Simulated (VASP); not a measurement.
# Ge (Fm-3m) in VASP: further runs, part 2 of 2

VASP 6.6.1. Earlier steps stand in the parts before.

## 3. Single point, PBEsol+D4

File INCAR:

```
SYSTEM = Ge
PREC = Accurate
ENCUT = 500
EDIFF = 1E-6
ISMEAR = 0
SIGMA = 0.043
LREAL = .FALSE.
LASPH = .TRUE.
NELM = 120
ALGO = Normal
ISIF = 2
LWAVE = .FALSE.
LCHARG = .FALSE.
GGA = PS
IVDW = 13
ISYM = 0
NBANDS = 13
GGA_COMPAT = .FALSE.
```

File KPOINTS:

```
Automatic mesh
0
Gamma
  4 4 4
  0.5 0.5 0.5
```

File POSCAR:

```
Ge
1.0
    0.0000000000      2.0983605250      2.0983605250
    2.0983605250      0.0000000000      2.0983605250
    2.0983605250      2.0983605250      0.0000000000
Ge
1
Direct
    0.0000000000      0.0000000000      0.0000000000
```

Potentials or basis: VASP PAW PBE potentials, release 64 (Ge_d).

Started as:

```bash
$ cat potpaw_PBE.64/Ge_d/POTCAR > POTCAR
$ mpirun -np 1 vasp_std > vasp.out
```

Wall time 23 s (1 thread of AMD EPYC 7R43 (Zen 3), shared host); peak memory 0.11 GiB.

Results (log left out):

```yaml
Free_energy: -4.8406 eV
Pressure: -1.9 GPa
Band_gap_on_the_k_mesh: zero (band 7 reaches 12.87 eV, above the bottom of band 8 at 6.02 eV)
Dispersion_energy_per_atom: -0.226 eV
```

Levels at points of the mesh, in eV from the Fermi level:
```
           k point  band 4  band 5  band 6  band 7  band 8  band 9  band 10  band 11
(0.12, 0.12, 0.12)  -24.67  -24.67  -13.04    5.92    8.57    8.57    12.87    15.09
```

Caveat: the k points lie up to 0.65 Å⁻¹ apart; the PAW data sets were made with another functional, which shifts forces and pressure a little; pairwise dispersion overbinds metals, which lowers pressure and volume.

## 4. Single point, PBE

This run uses another cell than the first one, of 19.59 Å³/atom, 1.060 times its volume.

File INCAR:

```
  PREC = Accurate
  ENCUT = 500
  EDIFF = 1E-6
  ISMEAR = 0
  SIGMA = 0.1
  LREAL = False
  LASPH = True
  NELM = 120
  ALGO = Normal
  ISIF = 2
  LWAVE = False
  LCHARG = True
  GGA = PE
  LELF = True
  LVHAR = True
  NBANDS = 13
  ISYM = 0
  GGA_COMPAT = False
```

File KPOINTS:

```
Automatic mesh
0
Gamma
  4 4 4
  0.25 0.25 0.25
```

File POSCAR:

```
Ge
1.0
    0.0000000000      2.1395152974      2.1395152974
    2.1395152974      0.0000000000      2.1395152974
    2.1395152974      2.1395152974      0.0000000000
Ge
1
Direct
    0.0000000000      0.0000000000      0.0000000000
```

Potentials or basis: VASP PAW PBE potentials, release 64 (Ge_d).

Started as:

```bash
$ cat potpaw_PBE.64/Ge_d/POTCAR > POTCAR
$ mpirun -np 1 vasp_std > vasp.out
```

OUTCAR:

```text
PREC = Accurate
   ENCUT = 500
   EDIFF = 1E-6
   ISMEAR = 0
   LREAL = False
   LASPH = True
   NELM = 120
   ISIF = 2
   GGA = PE
   ISYM = 0

 ion  position               nearest neighbor table
   1  0.000  0.000  0.000-

IMPORTANT INFORMATION: All symmetrisations will be switched off!
NOSYMM: (Re-)initialisation of all symmetry stuff for point group C_1.

----------------------------------------------------------------------------------------

                                     Primitive cell

[... 531 lines left out ...]

  FORCE on cell =-STRESS in cart. coord.  units (eV):
  Direction    XX          YY          ZZ          XY          YZ          ZX
  --------------------------------------------------------------------------------------
  -------------------------------------------------------------------------------------
  Total        0.0575578      0.0575604      0.0575585      0.0000170      0.0000167      0.0000163
  in kB        4.7080239      4.7082367      4.7080763      0.0013914      0.0013629      0.0013362
  external PRESSURE =       4.7081123 kB  Pullay stress =       0.0000000 kB

 VOLUME and BASIS-vectors are now :
 -----------------------------------------------------------------------------
  energy-cutoff  :      500.00
  volume of cell :       19.59
      direct lattice vectors                 reciprocal lattice vectors
     0.000000000  2.139515297  2.139515297    -0.233697792  0.233697792  0.233697792
     2.139515297  0.000000000  2.139515297     0.233697792 -0.233697792  0.233697792
     2.139515297  2.139515297  0.000000000     0.233697792  0.233697792 -0.233697792

 POSITION                                       TOTAL-FORCE (eV/Angst)
 -----------------------------------------------------------------------------------
      0.00000      0.00000      0.00000        -0.000001      0.000002      0.000000
 -----------------------------------------------------------------------------------
    total drift:                               -0.000001      0.000002      0.000000

  FREE ENERGIE OF THE ION-ELECTRON SYSTEM (eV)
  ---------------------------------------------------
  free  energy   TOTEN  =        -4.0969405560 eV

  energy  without entropy=       -4.0891935877  energy(sigma->0) =       -4.09306707
```

OSZICAR:

```text
N       E                     dE             d eps       ncg     rms          rms(c)
DAV:   1     0.619788638645E+02    0.61979E+02   -0.69535E+03  7249   0.289E+03
DAV:   2     0.142303582130E+01   -0.60556E+02   -0.57960E+02  7091   0.409E+02
DAV:   3    -0.403381819882E+01   -0.54569E+01   -0.54297E+01  7696   0.708E+01
DAV:   4    -0.410764247540E+01   -0.73824E-01   -0.73811E-01  7656   0.895E+00
DAV:   5    -0.410838561749E+01   -0.74314E-03   -0.74314E-03  7741   0.982E-01    0.102E+00
DAV:   6    -0.410043367982E+01    0.79519E-02   -0.55904E-03  8496   0.154E+00    0.568E-01
DAV:   7    -0.409705572663E+01    0.33780E-02   -0.40513E-03  8461   0.981E-01    0.529E-02
DAV:   8    -0.409693484115E+01    0.12089E-03   -0.36282E-04  8001   0.441E-01    0.219E-02
DAV:   9    -0.409694027064E+01   -0.54295E-05   -0.55530E-06  8076   0.299E-02    0.469E-03
DAV:  10    -0.409694055604E+01   -0.28540E-06   -0.22731E-07  5348   0.986E-03
   1 F= -.40969406E+01 E0= -.40930671E+01  d E =-.774697E-02
```

Wall time 46 s (1 thread of AMD EPYC 7R43 (Zen 3), shared host); peak memory 0.14 GiB.

Results:

```yaml
Free_energy: -4.0969 eV
Pressure: 0.5 GPa
Band_gap_on_the_k_mesh: zero (band 7 reaches 14.09 eV, above the bottom of band 8 at 4.94 eV)
```

Levels at points of the mesh, in eV from the Fermi level:
```csv
k point,band 3,band 4,band 5,band 6,band 7,band 8,band 9,band 10,band 11,band 12
"(0.06, 0.06, 0.06)",-24.83,-24.79,-24.79,-12.89,7.57,8.37,8.37,13.03,13.97,13.97
```

Caveat: the k points lie up to 0.64 Å⁻¹ apart.

## 5. Single point, PBE

This run uses another cell than the first one, of 16.02 Å³/atom, 0.867 times its volume.

File INCAR:

```
  ALGO = Normal
  EDIFF = 1E-6
  ENCUT = 500
  GGA = PE
  GGA_COMPAT = False
  ISIF = 2
  ISMEAR = 0
  LASPH = True
  LCHARG = False
  LREAL = False
  LWAVE = False
  NBANDS = 13
  NELM = 120
  PREC = Accurate
  SIGMA = 0.1
```

File KPOINTS:

```
k-points
0
Gamma
  10 10 10
```

File POSCAR:

```
Ge
1.0
    0.0000000000      2.0008743033      2.0008743033
    2.0008743033      0.0000000000      2.0008743033
    2.0008743033      2.0008743033      0.0000000000
Ge
1
Direct
    0.0000000000      0.0000000000      0.0000000000
```

Started as:

```bash
$ cat potpaw_PBE.64/Ge_d/POTCAR > POTCAR
$ mpirun -np 1 vasp_std > vasp.out
```

Run time: 9.2 s. Hardware: 1 thread of AMD EPYC 7R43 (Zen 3), shared host; peak memory 0.1 GiB.

The run converged. Its results:

| Property | Result |
| --- | --- |
| Free energy | -4.0082 eV |
| Pressure | 19.0 GPa |
| Band gap on the k mesh | zero (band 7 reaches 19.42 eV, above the bottom of band 8 at 6.04 eV) |

Levels at points of the mesh, in eV from the Fermi level:
```tsv
k point	band 5	band 6	band 7	band 8	band 9	band 10
(0.00, 0.00, 0.00)	-24.86	-14.78	10.60	10.60	10.60	15.11
(0.50, 0.00, 0.00)	-24.79	-8.36	-6.72	8.05	8.05	13.56
(0.50, 0.50, 0.00)	-24.77	-5.50	-5.23	2.85	2.85	6.78
```

## 6. Overview

```tsv
level	cell	k mesh	smearing	gap on the mesh (eV)	pressure (GPa)
PBEsol+D4	a = 2.968 Å, angles 60.0°, 1 atom	4 × 4 × 4, shifted	gaussian 0.043 eV	none	-1.9
PBE	a = 3.026 Å, angles 60.0°, 1 atom	4 × 4 × 4, shifted	gaussian 0.1 eV	none	0.5
PBE	a = 2.830 Å, angles 60.0°, 1 atom	10 × 10 × 10	gaussian 0.1 eV	none	19.0
```

Alike in all rows: task single point; potentials or basis VASP PAW PBE potentials, release 64 (Ge_d); no spin polarisation; cutoff (eV) 500.

Caveats: some runs use coarse meshes; the PAW data sets were made with another functional, which shifts forces and pressure a little (some runs); pairwise dispersion overbinds metals, which lowers pressure and volume (some runs).

Total energies depend on the potentials used, so only differences within one code and one set of settings carry meaning.
